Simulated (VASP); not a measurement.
**Al3N: relaxation of the atoms with PBEsol**

Al3N, a slab with vacuum:

```xyz
4
Lattice="2.8394 0.0000 0.0000 0.0000 2.8394 0.0000 0.0000 0.0000 19.6413" Properties=species:S:1:pos:R:3 pbc="T T T"
Al    1.4197    1.4197    4.0000
Al    0.0000    0.0000    6.0693
Al    1.4197    1.4197    8.1413
N     1.8930    2.8394    9.0666
```

```
Program                             : VASP 6.6.1
Task                                : relaxation of the atoms
Functional                          : PBEsol
Potentials or basis                 : VASP PAW PBE potentials, release 64 (Al, N)
Cutoff                              : 520 eV
k mesh                              : 9 × 9 × 1
Occupations                         : gaussian, width 0.1 eV
Spin                                : no spin polarisation
Dipole correction                   : yes
Atoms held fixed (from 0)           : [0, 1, 2]
Further INCAR settings              : ALGO = Normal; EDIFF = 1e-06; IBRION = 2; EDIFFG = -0.025; NSW = 36
Atoms held along some axes (from 0) : atom 3 along a and b
```

| Item | Value |
| --- | --- |
| Energy gained by relaxing | 6.6 meV/atom |
| Ionic steps | 3 |
| Band gap on the k mesh | zero (bands 7 and 8 overlap by 1.18 eV) |

Step by step:
```csv
step,energy change (eV),largest force on free atoms (eV/Å),pressure (GPa)
1,0.0000,0.7276,0.98
2,-0.0195,0.3817,1.45
3,-0.0266,0.0005,1.97
```

Final structure:
```
Al N
1.0
     2.83943    0.00000    0.00000
     0.00000    2.83943    0.00000
     0.00000    0.00000   19.64135
Al N
3 1
Direct
  0.50000 0.50000 0.20365
  0.00000 0.00000 0.30901
  0.50000 0.50000 0.41450
  0.66667 0.00000 0.45795
```

Levels at points of the mesh, in eV from the Fermi level:
```csv
k point,band 3,band 4,band 5,band 6,band 7,band 8,band 9,band 10,band 11
"(0.00, 0.00, 0.00)",-7.15,-3.63,-1.26,-1.02,0.14,2.20,4.13,5.40,6.46
```

Run time: 2.1 min on 1 thread of Intel(R) Xeon(R) Platinum 8375C CPU @ 2.90GHz (Ice Lake), with other jobs on the host, peak memory 0.29 GiB.

Caveat: the PAW data sets were made with another functional, which shifts forces and pressure a little.
